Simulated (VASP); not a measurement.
Crystal: Sc.

```
Sc
1.0
     3.31893    0.00000    0.00000
    -1.65947    2.87428    0.00000
     0.00000    0.00000    7.74608
Sc
3
Direct
  0.00000 0.00000 0.00000
  0.33333 0.66667 0.33333
  0.66667 0.33333 0.66667
```

| Property | Result |
| --- | --- |
| Program | VASP 6.6.1 |
| Task | relaxation of cell and atoms |
| Functional | PBE |
| Potentials or basis | VASP PAW PBE potentials, release 64 (Sc_sv) |
| Cutoff | 600 eV |
| k mesh | 15 × 15 × 6 |
| Occupations | gaussian, width 0.1 eV |
| Spin | no spin polarisation |

At the start: pressure 0.2 GPa; volume 24.63 Å³/atom.

Problem. Where does the relaxation end?

Solution. Over 6 steps the energy falls by 7.8 meV/atom and the volume is 24.69 Å³/atom (+0.2 %); space group R-3m (No. 166, to 0.1 Å) before, Fm-3m (No. 225, to 0.1 Å).

The path:
```
step  energy change (eV)  largest force (eV/Å)  pressure (GPa)  volume (Å³)
   1              0.0000                0.0000            0.18        73.89
   2             -0.0171                0.0000           -0.07        74.18
   3             -0.0229                0.0000           -0.29        74.48
   4             -0.0229                0.0000           -0.28        74.46
   5             -0.0232                0.0000            0.10        73.91
   6             -0.0233                0.0000           -0.01        74.06
```

Final structure:
```yaml
crystal:
  lattice:
    - [3.26823, 0.00000, 0.00000]
    - [-1.63412, 2.83037, 0.00000]
    - [0.00000, 0.00000, 8.00582]
  atoms:
    - { symbol: Sc, position: [0.00000, 0.00000, 0.00000] }
    - { symbol: Sc, position: [0.33333, 0.66667, 0.33333] }
    - { symbol: Sc, position: [0.66667, 0.33333, 0.66667] }
```
